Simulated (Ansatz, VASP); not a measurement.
# NaOs in VASP and in Ansatz

```
CELL_PARAMETERS angstrom
2.72913 0.00000 0.00000
0.00000 3.87625 0.00000
0.00000 0.00000 8.41984
ATOMIC_POSITIONS crystal
Na 0.50000 0.00000 0.18822
Na 0.00000 0.50000 0.81178
Os 0.50000 0.00000 0.55434
Os 0.00000 0.50000 0.44566
```

Alike in both runs: functional PBE; k mesh 14 × 10 × 4; occupations gaussian, width 0.1 eV; no spin polarisation.

Ansatz relaxed the structure, and its values are those at the end. VASP's run is a single point on that final structure, the one shown.

|  | VASP | Ansatz |
| --- | --- | --- |
| version | VASP 6.6.1 | Ansatz 0.2.0 |
| potentials or method | VASP PAW PBE potentials, release 64 (Na_pv, Os), cutoff 520 eV | scalar-relativistic, plane waves, PAW |
| valence electrons in the cell | 30 | 50 |

```tsv
	VASP	Ansatz	Ansatz less VASP
gap on the k mesh at the Fermi level (eV)	none	none	-
pressure (GPa)	-0.2	0.0	+0.15
rms of the force components (eV/Å)	0.010	0.002	-0.0086
```

A gap of «none» marks a metal or a gap that the smearing closes. VASP's potentials hold 30 valence electrons a cell and Ansatz's 50, so a difference there can come from the potentials and not from the codes.

Neither program's run includes spin-orbit coupling.
